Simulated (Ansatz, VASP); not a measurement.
# Two plane-wave programs on In2S

```xyz
3
Lattice="3.9431 0.0000 0.0000 0.0000 3.9431 0.0000 0.0000 0.0000 5.4326" Properties=species:S:1:pos:R:3 pbc="T T T"
In    1.9716    0.0000    3.5907
In    0.0000    1.9716    1.8419
S     0.0000    0.0000    0.0000
```

Alike in both runs: task single point; functional PBE; k mesh 12 × 12 × 10; occupations gaussian, width 0.1 eV; no spin polarisation.

|  | VASP | Ansatz |
| --- | --- | --- |
| version | VASP 6.6.1 | Ansatz 0.2.0 |
| potentials or method | VASP PAW PBE potentials, release 64 (In_d, S), cutoff 520 eV | scalar-relativistic, plane waves, PAW |
| valence electrons in the cell | 32 | 32 |

|  | VASP | Ansatz | Ansatz less VASP |
| --- | --- | --- | --- |
| gap on the k mesh at the Fermi level (eV) | none | none | - |
| pressure (GPa) | 0.0 | 0.0 | +0.03 |

A gap of «none» marks a metal or a gap that the smearing closes.
